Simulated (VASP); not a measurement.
Wanted: the native input for a VASP 6.6.1 run.

| Property | Result |
| --- | --- |
| Task | single point |
| Functional | r2SCAN0 |
| Potentials or basis | VASP PAW PBE potentials, release 64 (Cu) |
| Cutoff | 520 eV |
| k mesh | 7 × 7 × 7 |
| Occupations | fermi-dirac, width 0.05 eV |
| Spin | no spin polarisation |
| Dipole correction | no |
| Grid for exact exchange (PRECFOCK) | Normal |
| Further INCAR settings | ALGO = Normal; EDIFF = 1e-07; NBANDS = 12 |
| Share of exact exchange | 0.25 |

Cu:

```xyz
1
Lattice="0.0000 1.8075 1.8075 1.8075 0.0000 1.8075 1.8075 1.8075 0.0000" Properties=species:S:1:pos:R:3 pbc="T T T"
Cu    0.0000    0.0000    0.0000
```

These files were run (other wordings do the same):

POSCAR

```
Cu
1.0
    0.0000000000      1.8075000000      1.8075000000
    1.8075000000      0.0000000000      1.8075000000
    1.8075000000      1.8075000000      0.0000000000
Cu
1
Direct
    0.0000000000      0.0000000000      0.0000000000
```

INCAR.step1

```
ALGO     = Normal         # electronic algorithm
EDIFF    = 1E-5           # SCF threshold, eV
ENCUT    = 520            # plane-wave cutoff, eV
GGA      = PE             # functional
ISIF     = 2              # what is computed and relaxed
ISMEAR   = -1             # smearing method
LASPH    = T              # aspherical terms in the spheres
LCHARG   = F              # write CHGCAR
LREAL    = F              # projectors in reciprocal space
LWAVE    = T              # write WAVECAR
NBANDS   = 12             # bands
NELM     = 80             # most SCF steps
PREC     = Accurate       # precision mode
SIGMA    = 0.05           # smearing width, eV
```

INCAR.step2

```
AEXX     = 0.25           # exact-exchange fraction
ALGO     = Normal         # electronic algorithm
EDIFF    = 1E-7           # SCF threshold, eV
ENCUT    = 520            # plane-wave cutoff, eV
ISIF     = 2              # what is computed and relaxed
ISMEAR   = -1             # smearing method
ISTART   = 1            
LASPH    = T              # aspherical terms in the spheres
LCHARG   = F              # write CHGCAR
LHFCALC  = T              # exact exchange
LMIXTAU  = T            
LREAL    = F              # projectors in reciprocal space
LWAVE    = F              # write WAVECAR
METAGGA  = R2SCAN         # meta-GGA
NBANDS   = 12             # bands
NELM     = 80             # most SCF steps
PREC     = Accurate       # precision mode
PRECFOCK = Normal       
SIGMA    = 0.05           # smearing width, eV
```

KPOINTS

```
k-points
0
Gamma
  7 7 7
```

Potentials or basis: VASP PAW PBE potentials, release 64 (Cu).

Run with:

```sh
$ cat potpaw_PBE.64/Cu/POTCAR > POTCAR
$ cp INCAR.step1 INCAR
$ mpirun -np 1 vasp_std > vasp.out
$ cp INCAR.step2 INCAR
$ mpirun -np 1 vasp_std > vasp.out
```

It gave:

The pressure is -2.0 GPa and the band gap on the k mesh is zero (an odd number of electrons rules out a gap without spin polarisation).

Caveat: the k points lie up to 0.43 Å⁻¹ apart, too coarse for converged energies and pressures of a metal; the PAW data sets were made with another functional, which shifts forces and pressure a little.

Run time: 19 min on 1 thread of Intel(R) Xeon(R) Platinum 8259CL CPU @ 2.50GHz (Skylake/Cascade Lake) (shared host), peak memory 0.14 GiB.
